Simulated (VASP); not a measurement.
Crystal: NbRu3C.

```
Ru Nb C
1.0
     4.06514    0.00000    0.00000
     0.00000    4.06514    0.00000
     0.00000    0.00000    4.06514
Ru Nb C
3 1 1
Cartesian
  2.0326 2.0326 0.0000
  2.0326 0.0000 2.0326
  0.0000 2.0326 2.0326
  0.0000 0.0000 0.0000
  2.0326 2.0326 2.0326
```

| Item | Value |
| --- | --- |
| Program | VASP 6.6.1 |
| Task | relaxation of cell and atoms |
| Functional | PBEsol |
| Potentials or basis | VASP PAW PBE potentials, release 64 (Ru_pv, Nb_sv, C) |
| Cutoff | 600 eV |
| k mesh | 7 × 7 × 7 |
| Occupations | fermi-dirac, width 0.05 eV |
| Spin | no spin polarisation |

At the start: pressure -11.9 GPa; volume 13.44 Å³/atom.

Q: Where does the relaxation end?

A: Over 4 steps the energy falls by 21.6 meV/atom and the volume is 12.88 Å³/atom (-4.1 %); space group Pm-3m (No. 221, to 0.05 Å).

The path:
| step | energy change (eV) | largest force (eV/Å) | pressure (GPa) | volume (Å³) |
| --- | --- | --- | --- | --- |
| 1 | 0.0000 | 0.0000 | -11.93 | 67.18 |
| 2 | 0.6591 | 0.0000 | 41.88 | 57.91 |
| 3 | -0.1080 | 0.0000 | -0.54 | 64.50 |
| 4 | -0.1081 | 0.0000 | -0.05 | 64.40 |

Final structure:
```cif
data_structure
_symmetry_space_group_name_H-M 'P 1'
_symmetry_Int_Tables_number 1
_cell_length_a 4.0083
_cell_length_b 4.0083
_cell_length_c 4.0083
_cell_angle_alpha 90.000
_cell_angle_beta 90.000
_cell_angle_gamma 90.000
_cell_volume 64.40
loop_
_atom_site_label
_atom_site_type_symbol
_atom_site_fract_x
_atom_site_fract_y
_atom_site_fract_z
_atom_site_occupancy
Ru1 Ru 0.50000 0.50000 0.00000 1
Ru2 Ru 0.50000 0.00000 0.50000 1
Ru3 Ru 0.00000 0.50000 0.50000 1
Nb1 Nb 0.00000 0.00000 0.00000 1
C1 C 0.50000 0.50000 0.50000 1
```

Caveat: the PAW data sets were made with another functional, which shifts forces and pressure a little.
